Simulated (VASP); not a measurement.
# CuI (F-43m) in VASP: settings compared

CuI is run at these levels: PBEsol, PBE; tasks: single point.

Everything below comes from runs of VASP 6.6.1. Logs are shortened: lines on timing, memory, paths and dates and some standing lists are left out, and cuts for length are marked.

**1. The cell of the first run**

The structure is cubic, space group F-43m (No. 216). Conventional cell: a = 5.940 Å, b = 5.940 Å, c = 5.940 Å, α = 90.00°, β = 90.00°, γ = 90.00°. Within 3.4 Å of I (site symmetry -43m) lie 4 Cu at 2.57 Å. Cu (site symmetry -43m) has 4 I at 2.57 Å within 3.4 Å.

**2. Single point, PBEsol**

Input file INCAR:

```
SYSTEM = CuI
PREC = Accurate
ENCUT = 520
EDIFF = 1E-7
ISMEAR = -1
SIGMA = 0.05
LREAL = .False.
LASPH = .True.
NELM = 100
ALGO = Normal
ISIF = 2
LWAVE = .False.
LCHARG = .False.
GGA = PS
NBANDS = 16
```

Input file KPOINTS:

```
regular mesh
0
Gamma
  8 8 8
  0 0 0
```

Input file POSCAR:

```
CuI
1.0
    0.0000000000      2.9698878722      2.9698878722
    2.9698878722      0.0000000000      2.9698878722
    2.9698878722      2.9698878722      0.0000000000
I Cu
1 1
Direct
    0.0000000000      0.0000000000      0.0000000000
    0.7500000000      0.7500000000      0.7500000000
```

Potentials or basis: VASP PAW PBE potentials, release 64 (I, Cu).

The run is started by

```console
$ cat potpaw_PBE.64/I/POTCAR potpaw_PBE.64/Cu/POTCAR > POTCAR
$ mpirun -np 1 vasp_std > vasp.out
```

OUTCAR:

```text
SYSTEM = CuI
   PREC = Accurate
   ENCUT = 520
   EDIFF = 1E-7
   ISMEAR = -1
   LREAL = .False.
   LASPH = .True.
   NELM = 100
   ISIF = 2
   GGA = PS

 ion  position               nearest neighbor table
   1  0.000  0.000  0.000-   2 2.57   2 2.57   2 2.57   2 2.57
   2  0.750  0.750  0.750-   1 2.57   1 2.57   1 2.57   1 2.57

  LATTYP: Found a face centered cubic cell.
 ALAT       =     5.9397757444

  Lattice vectors:

 A1 = (   0.0000000000,   2.9698878722,   2.9698878722)
 A2 = (   2.9698878722,   0.0000000000,   2.9698878722)
 A3 = (   2.9698878722,   2.9698878722,   0.0000000000)

Analysis of symmetry for initial positions (statically):
=====================================================================
 Subroutine PRICEL returns:
 Original cell was already a primitive cell.

 Routine SETGRP: Setting up the symmetry group for a
 face centered cubic supercell.

 Subroutine GETGRP returns: Found 24 space group operations
 (whereof 24 operations were pure point group operations)
 out of a pool of 48 trial point group operations.

The static configuration has the point symmetry T_d .

Analysis of symmetry for dynamics (positions and initial velocities):
=====================================================================
 Subroutine PRICEL returns:
 Original cell was already a primitive cell.

 Routine SETGRP: Setting up the symmetry group for a
 face centered cubic supercell.

 Subroutine GETGRP returns: Found 24 space group operations
 (whereof 24 operations were pure point group operations)
 out of a pool of 48 trial point group operations.

The dynamic configuration has the point symmetry T_d .

 Subroutine INISYM returns: Found 24 space group operations
 (whereof 24 operations are pure point group operations),
 and found     1 'primitive' translations

----------------------------------------------------------------------------------------

                                     Primitive cell

  volume of cell :      52.3902

  direct lattice vectors                    reciprocal lattice vectors
     0.000000000  2.969887872  2.969887872    -0.168356524  0.168356524  0.168356524
     2.969887872  0.000000000  2.969887872     0.168356524 -0.168356524  0.168356524
     2.969887872  2.969887872  0.000000000     0.168356524  0.168356524 -0.168356524

  length of vectors
     4.200055708  4.200055708  4.200055708     0.291602054  0.291602054  0.291602054

  position of ions in fractional coordinates (direct lattice)
     0.000000000  0.000000000  0.000000000
     0.750000000  0.750000000  0.750000000

  ion indices of the primitive-cell ions
   primitive index   ion index
                 1           1
                 2           2

----------------------------------------------------------------------------------------

 KPOINTS: regular mesh

Automatic generation of k-mesh.
 Grid dimensions read from file:
 generate k-points for:    8    8    8

 Generating k-lattice:

  Cartesian coordinates                     Fractional coordinates (reciprocal lattice)
    -0.021044566  0.021044566  0.021044566     0.125000000  0.000000000  0.000000000
     0.021044566 -0.021044566  0.021044566     0.000000000  0.125000000  0.000000000
     0.021044566  0.021044566 -0.021044566     0.000000000  0.000000000  0.125000000

  Length of vectors
     0.036450257  0.036450257  0.036450257

  Shift w.r.t. Gamma in fractional coordinates (k-lattice)
     0.000000000  0.000000000  0.000000000

 Subroutine IBZKPT returns following result:
 ===========================================

 Found     29 irreducible k-points:

 Following reciprocal coordinates:
            Coordinates               Weight
  0.000000  0.000000  0.000000      1.000000
  0.125000  0.000000  0.000000      8.000000
  0.250000  0.000000  0.000000      8.000000
  0.375000  0.000000  0.000000      8.000000
  0.500000  0.000000  0.000000      4.000000
  0.125000  0.125000  0.000000      6.000000
[... 16 lines left out ...]
  0.500000  0.250000  0.125000     48.000000
 -0.375000  0.250000  0.125000     24.000000
 [... further k-points ...]
   k-points           NKPTS =     29   k-points in BZ     NKDIM =     29   number of bands    NBANDS=     16
   number of dos      NEDOS =    301   number of ions     NIONS =      2
   total plane-waves  NPLWV =  32768
   dimension x,y,z NGX =    32 NGY =   32 NGZ =   32
   dimension x,y,z NGXF=    64 NGYF=   64 NGZF=   64
   ions per type =               1   1
   NGX,Y,Z   is equivalent  to a cutoff of  12.67, 12.67, 12.67 a.u.
   NGXF,Y,Z  is equivalent  to a cutoff of  25.33, 25.33, 25.33 a.u.
 SYSTEM =  CuI
   PREC   = accura    normal or accurate (medium, high low for compatibility)
   ISTART =      0    job   : 0-new  1-cont  2-samecut
   ICHARG =      2    charge: 1-file 2-atom 10-const
   ISPIN  =      1    spin polarized calculation?
   LNONCOLLINEAR =      F non collinear calculations
   LSORBIT =      F    spin-orbit coupling
   LASPH  =      T    aspherical Exc in radial PAW
   ENCUT  =  520.0 eV  38.22 Ry    6.18 a.u.   7.81  7.81  7.81*2*pi/ulx,y,z
   NELM   =    100;   NELMIN=  2; NELMDL= -5     # of ELM steps
   EDIFF  = 0.1E-06   stopping-criterion for ELM
   LREAL  =      F    real-space projection
   EDIFFG = 0.1E-05   stopping-criterion for IOM
   NSW    =      0    number of steps for IOM
   IBRION =     -1    ionic relax: 0-MD 1-quasi-New 2-CG
   NFREE  =      0    steps in history (QN), initial steepest desc. (CG)
   ISIF   =      2    stress and relaxation
   ISYM   =      2    0-nonsym 1-usesym 2-fastsym
   POTIM  = 0.5000    time-step for ionic-motion
   TEBEG  =    0.0;   TEEND  =   0.0 temperature during run
   PSTRESS=    0.0 pullay stress
   NELECT =      18.0000    total number of electrons
   NUPDOWN=      -1.0000    fix difference up-down
   EMIN   =  10.00;   EMAX   =-10.00  energy-range for DOS
   EFERMI =   0.00;   METHOD = LEGACY
   ISMEAR =    -1;   SIGMA  =   0.05  broadening in eV -4-tet -1-fermi 0-gaus
   EFERMI_NEDOS =   21; number of points for ismear=-14 and -15
   IALGO  =     38    algorithm
   IMIX   =      4    mixing-type and parameters
     AMIX     =   0.40;   BMIX     =  1.00
     AMIX_MAG =   1.60;   BMIX_MAG =  1.00
  volume/ion in A,a.u.               =      26.20       176.77
[... 36 lines left out ...]
      3       1.0327      2.00000
      4       1.0327      2.00000
      5       2.8266      2.00000
      6       2.8266      2.00000
[... 8 lines left out ...]
     15      14.6578      0.00000
     16      14.6578      0.00000

 k-point     2 :       0.1250    0.0000    0.0000
  band No.  band energies     occupation
      1      -9.3136      2.00000
      2       0.7306      2.00000
      3       1.0413      2.00000
      4       1.0413      2.00000
      5       2.8192      2.00000
      6       2.8192      2.00000
[... 8 lines left out ...]
     15      13.9015      0.00000
     16      13.9015      0.00000

 k-point     3 :       0.2500    0.0000    0.0000
  band No.  band energies     occupation
      1      -9.0965      2.00000
      2      -0.0036      2.00000
      3       1.0584      2.00000
      4       1.0584      2.00000
      5       2.8152      2.00000
      6       2.8152      2.00000
[... 8 lines left out ...]
     15      13.6908      0.00000
     16      13.7601      0.00000

 k-point     4 :       0.3750    0.0000    0.0000
  band No.  band energies     occupation
      1      -8.8553      2.00000
      2      -0.7313      2.00000
      3       1.0694      2.00000
      4       1.0694      2.00000
      5       2.8370      2.00000
      6       2.8370      2.00000
[... 8 lines left out ...]
     15      14.6762      0.00000
     16      14.6762      0.00000

 k-point     5 :       0.5000    0.0000    0.0000
  band No.  band energies     occupation
      1      -8.7464      2.00000
      2      -1.0309      2.00000
      3       1.0720      2.00000
      4       1.0720      2.00000
      5       2.8567      2.00000
      6       2.8567      2.00000
[... 8 lines left out ...]
     15      15.9973      0.00000
     16      15.9973      0.00000

 k-point     6 :       0.1250    0.1250    0.0000
  band No.  band energies     occupation
      1      -9.2855      2.00000
      2       0.6931      2.00000
      3       1.0199      2.00000
      4       1.0199      2.00000
      5       2.7900      2.00000
      6       2.8405      2.00000
[... 8 lines left out ...]
     15      14.3425      0.00000
     16      14.8166      0.00000

 k-point     7 :       0.2500    0.1250    0.0000
  band No.  band energies     occupation
      1      -9.1121      2.00000
      2       0.1707      2.00000
      3       1.0068      2.00000
      4       1.0180      2.00000
      5       2.7641      2.00000
      6       2.8504      2.00000
[... 8 lines left out ...]
     15      14.6379      0.00000
     16      15.0600      0.00000

 k-point     8 :       0.3750    0.1250    0.0000
  band No.  band energies     occupation
      1      -8.8754      2.00000
      2      -0.4934      2.00000
      3       0.9433      2.00000
      4       1.0324      2.00000
      5       2.7792      2.00000
      6       2.8632      2.00000
[... 8 lines left out ...]
     15      14.7467      0.00000
     16      15.3032      0.00000

 k-point     9 :       0.5000    0.1250    0.0000
  band No.  band energies     occupation
      1      -8.7168      2.00000
      2      -0.8988      2.00000
      3       0.8572      2.00000
      4       1.0567      2.00000
      5       2.8081      2.00000
      6       2.8601      2.00000
[... 8 lines left out ...]
     15      15.5599      0.00000
     16      16.0216      0.00000
[... 172 lines left out ...]
 k-point    19 :       0.5000    0.3750    0.0000
  band No.  band energies     occupation
      1      -8.5599      2.00000
      2      -0.8535      2.00000
      3       0.7378      2.00000
      4       0.9782      2.00000
      5       2.7287      2.00000
      6       2.8993      2.00000
[... 8 lines left out ...]
     15      16.4031      0.00000
     16      17.4647      0.00000

 k-point    20 :      -0.3750    0.3750    0.0000
  band No.  band energies     occupation
      1      -8.5405      2.00000
      2      -0.6592      2.00000
      3       0.2331      2.00000
      4       1.0167      2.00000
      5       2.6765      2.00000
      6       2.8530      2.00000
[... 8 lines left out ...]
     15      15.0606      0.00000
     16      18.6072      0.00000

 k-point    21 :       0.5000    0.5000    0.0000
  band No.  band energies     occupation
      1      -8.5241      2.00000
      2      -1.0007      2.00000
      3       0.9609      2.00000
      4       0.9609      2.00000
      5       2.7814      2.00000
      6       2.8943      2.00000
[... 8 lines left out ...]
     15      16.4267      0.00000
     16      17.1997      0.00000

 k-point    22 :       0.3750    0.2500    0.1250
  band No.  band energies     occupation
      1      -8.9272      2.00000
      2      -0.2121      2.00000
      3       0.8195      2.00000
      4       1.0504      2.00000
      5       2.7456      2.00000
      6       2.8671      2.00000
[... 8 lines left out ...]
     15      15.3690      0.00000
     16      16.3854      0.00000

 k-point    23 :       0.5000    0.2500    0.1250
  band No.  band energies     occupation
      1      -8.7258      2.00000
      2      -0.5797      2.00000
      3       0.5796      2.00000
      4       1.0415      2.00000
      5       2.7720      2.00000
      6       2.8421      2.00000
[... 8 lines left out ...]
     15      15.7112      0.00000
     16      16.5173      0.00000

 k-point    24 :      -0.3750    0.2500    0.1250
  band No.  band energies     occupation
      1      -8.6366      2.00000
      2      -0.7397      2.00000
      3       0.4740      2.00000
      4       1.0301      2.00000
      5       2.7514      2.00000
      6       2.8373      2.00000
[... 8 lines left out ...]
     15      15.7455      0.00000
     16      16.4269      0.00000

 [... further k-points ...]

------------------------ aborting loop because EDIFF is reached ----------------------------------------

  FORCE on cell =-STRESS in cart. coord.  units (eV):
  Direction    XX          YY          ZZ          XY          YZ          ZX
  --------------------------------------------------------------------------------------
  -------------------------------------------------------------------------------------
  Total        0.0274666      0.0274666      0.0274666      0.0000000     -0.0000000      0.0000000
  in kB        0.8399722      0.8399722      0.8399722      0.0000000     -0.0000000      0.0000000
  external PRESSURE =       0.8399722 kB  Pullay stress =       0.0000000 kB

 VOLUME and BASIS-vectors are now :
 -----------------------------------------------------------------------------
  energy-cutoff  :      520.00
  volume of cell :       52.39
      direct lattice vectors                 reciprocal lattice vectors
     0.000000000  2.969887872  2.969887872    -0.168356524  0.168356524  0.168356524
     2.969887872  0.000000000  2.969887872     0.168356524 -0.168356524  0.168356524
     2.969887872  2.969887872  0.000000000     0.168356524  0.168356524 -0.168356524

 POSITION                                       TOTAL-FORCE (eV/Angst)
 -----------------------------------------------------------------------------------
      0.00000      0.00000      0.00000        -0.000000     -0.000000     -0.000000
      4.45483      4.45483      4.45483         0.000000      0.000000      0.000000
 -----------------------------------------------------------------------------------
    total drift:                               -0.000000     -0.000000     -0.000000

  FREE ENERGIE OF THE ION-ELECTRON SYSTEM (eV)
  ---------------------------------------------------
  free  energy   TOTEN  =        -6.3206183853 eV

  energy  without entropy=       -6.3206183154  energy(sigma->0) =       -6.32061835
```

It took 12 s on 1 thread of Intel Xeon 6975P-C (Granite Rapids), shared host; peak memory 0.18 GiB.

What came out:

```yaml
Free_energy: -6.3206 eV
Pressure: 0.1 GPa
Band_gap_on_the_k_mesh: 1.20 eV
```

Caveat: the PAW data sets were made with another functional, which shifts forces and pressure a little; spin-orbit coupling is left out, which moves the levels of the heavy elements.

**3. Single point, PBE**

This run uses another cell than the first one, of 26.75 Å³/atom.

Input file INCAR:

```
ALGO = Normal
EDIFF = 1E-6
ENCUT = 520
GGA = PE
ISIF = 2
ISMEAR = -1
LASPH = True
LCHARG = False
LREAL = False
LWAVE = False
NBANDS = 16
NELM = 100
PREC = Accurate
SIGMA = 0.05
```

Input file KPOINTS:

```
k-points
0
Gamma
  8 8 8
```

Input file POSCAR:

```
CuI
1.0
    0.0000000000      2.9905287613      2.9905287613
    2.9905287613      0.0000000000      2.9905287613
    2.9905287613      2.9905287613      0.0000000000
I Cu
1 1
Direct
    0.0000000000      0.0000000000      0.0000000000
    0.7500000000      0.7500000000      0.7500000000
```

Potentials or basis: VASP PAW PBE potentials, release 64 (I, Cu).

The run is started by

```console
$ cat potpaw_PBE.64/I/POTCAR potpaw_PBE.64/Cu/POTCAR > POTCAR
$ mpirun -np 1 vasp_std > vasp.out
```

It took 11 s on 1 thread of Intel Xeon 6975P-C (Granite Rapids), shared host; peak memory 0.18 GiB.

It converged, with:

```yaml
Free_energy: -5.5443 eV
Pressure: 2.2 GPa
Band_gap_on_the_k_mesh: 1.26 eV
```

Levels at points of the mesh, in eV from the valence-band top:
```csv
k point,band 5,band 6,band 7,band 8,band 9,band 10,band 11,band 12,band 13,band 14
"(0.00, 0.00, 0.00)",-2.02,-2.02,0.00,0.00,0.00,1.26,4.83,4.83,4.83,8.24
"(0.50, 0.00, 0.00)",-2.00,-2.00,-1.95,-0.77,-0.77,2.19,5.38,5.38,7.47,9.29
"(0.50, 0.50, 0.00)",-2.06,-1.96,-1.93,-1.64,-1.64,2.63,2.88,9.48,9.97,9.97
```

Caveat: spin-orbit coupling is left out, which moves the levels of the heavy elements. PBE gaps usually lie below the measured ones, often by a third to a half.

**4. Single point, PBE**

This run uses another cell than the first one, of 27.86 Å³/atom.

Input file INCAR:

```
SYSTEM = CuI
PREC     = Accurate       ! precision mode
ENCUT    = 520            ! plane-wave cutoff, eV
EDIFF    = 1E-6           ! SCF threshold, eV
ISMEAR   = 0              ! smearing method
SIGMA    = 0.024          ! smearing width, eV
LREAL    = .FALSE.        ! projectors in reciprocal space
LASPH    = .TRUE.         ! aspherical terms in the spheres
NELM     = 100            ! most SCF steps
ALGO     = Normal         ! electronic algorithm
ISIF     = 2              ! what is computed and relaxed
LWAVE    = .FALSE.        ! write WAVECAR
LCHARG   = .FALSE.        ! write CHGCAR
GGA      = PE             ! functional
NBANDS   = 16             ! bands
```

Input file KPOINTS:

```
regular mesh
0
G
  8 8 8
  0 0 0
```

Input file POSCAR:

```
CuI
1.0
    0.0000000000      3.0315000000      3.0315000000
    3.0315000000      0.0000000000      3.0315000000
    3.0315000000      3.0315000000      0.0000000000
I Cu
1 1
Direct
    0.0000000000      0.0000000000      0.0000000000
    0.7500000000      0.7500000000      0.7500000000
```

The run is started by

```console
$ cat potpaw_PBE.64/I/POTCAR potpaw_PBE.64/Cu/POTCAR > POTCAR
$ mpirun -np 1 vasp_std > vasp.out
```

Run time: 8.9 s. Hardware: 1 thread of Intel Xeon 6975P-C (Granite Rapids), shared host; peak memory 0.18 GiB.

It converged, with:

```yaml
Free_energy: -5.5620 eV
Pressure: 0.7 GPa
Band_gap_on_the_k_mesh: 1.14 eV
```

Levels at points of the mesh, in eV from the valence-band top:
```tsv
k point	band 6	band 7	band 8	band 9	band 10	band 11	band 12	band 13
(0.00, 0.00, 0.00)	-1.85	0.00	0.00	0.00	1.14	4.87	4.87	4.87
(0.50, 0.00, 0.00)	-1.82	-1.78	-0.71	-0.71	2.16	5.41	5.41	7.41
(0.50, 0.50, 0.00)	-1.79	-1.77	-1.50	-1.50	2.72	2.91	9.19	9.76
```

Caveat: spin-orbit coupling is left out, which moves the levels of the heavy elements.

**5. Single point, PBE**

This run uses another cell than the first one, of 27.86 Å³/atom.

Input file INCAR:

```
ALGO = Normal ; EDIFF = 1E-6
ENCUT = 520 ; GGA = PE
ISIF = 2 ; ISMEAR = 0
LASPH = True ; LCHARG = False
LREAL = False ; LWAVE = False
NBANDS = 16 ; NELM = 100
PREC = Accurate ; SIGMA = 0.025
```

Input file KPOINTS:

```
k-points
0
Gamma
  8 8 8
```

POSCAR is that of step 4.

The run is started by

```console
$ cat potpaw_PBE.64/I/POTCAR potpaw_PBE.64/Cu/POTCAR > POTCAR
$ mpirun -np 1 vasp_std > vasp.out
```

It took 8.8 s on 1 thread of Intel Xeon 6975P-C (Granite Rapids), shared host; peak memory 0.18 GiB.

Results (log left out):

```yaml
Free_energy: -5.5620 eV
Pressure: 0.7 GPa
Band_gap_on_the_k_mesh: 1.14 eV
```

Levels at points of the mesh, in eV from the valence-band top:
```tsv
k point	band 7	band 8	band 9	band 10	band 11	band 12
(0.00, 0.00, 0.00)	0.00	0.00	0.00	1.14	4.87	4.87
(0.50, 0.00, 0.00)	-1.78	-0.71	-0.71	2.16	5.41	5.41
(0.50, 0.50, 0.00)	-1.77	-1.50	-1.50	2.72	2.91	9.19
```

Caveat: spin-orbit coupling is left out, which moves the levels of the heavy elements.

**6. Overview**

```csv
level,cell,smearing,gap on the mesh (eV),pressure (GPa)
PBEsol,"a = 4.200 Å, angles 60.0°, 2 atoms",fermi-dirac 0.05 eV,1.20,0.1
PBE,"a = 4.229 Å, angles 60.0°, 2 atoms",fermi-dirac 0.05 eV,1.26,2.2
PBE,"a = 4.287 Å, angles 60.0°, 2 atoms",gaussian 0.024 eV,1.14,0.7
PBE,"a = 4.287 Å, angles 60.0°, 2 atoms",gaussian 0.025 eV,1.14,0.7
```

Alike in all rows: task single point; potentials or basis VASP PAW PBE potentials, release 64 (I, Cu); no spin polarisation; k mesh 8 × 8 × 8; cutoff (eV) 520.

Caveats: spin-orbit coupling is left out, which moves the levels of the heavy elements; the PAW data sets were made with another functional, which shifts forces and pressure a little (at least some runs).

Absolute energies hang on the potentials; compare differences alone.
